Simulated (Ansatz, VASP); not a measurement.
## One calculation of Hg, two programs

```
Hg
1.0
     9.38321    0.00000    0.00000
    -4.69160    8.12609    0.00000
     0.00000    0.00000    5.64637
Hg
3
Cartesian
  0.0000 0.0000 0.0000
  0.0000 5.4174 2.8232
  4.6916 2.7087 2.8232
```

Alike in both runs: functional BLYP; k mesh 7 × 7 × 10; occupations fermi-dirac, width 0.1 eV; no spin polarisation.

Ansatz relaxed the structure, and its values are those at the end. VASP's run is a single point on that final structure, the one shown.

```csv
,VASP,Ansatz
version,VASP 6.6.1,Ansatz 0.2.0
potentials or method,"VASP PAW PBE potentials, release 64 (Hg), cutoff 520 eV","plane waves (420 eV) with PAW, scalar-relativistic"
valence electrons in the cell,36,60
```

|  | VASP | Ansatz | Ansatz less VASP |
| --- | --- | --- | --- |
| pressure (GPa) | 0.0 | 0.0 | +0.02 |

VASP's potentials were made for PBE, not for BLYP. VASP's potentials hold 36 valence electrons a cell and Ansatz's 60, so a difference there can come from the potentials and not from the codes.

Neither program's run includes spin-orbit coupling.
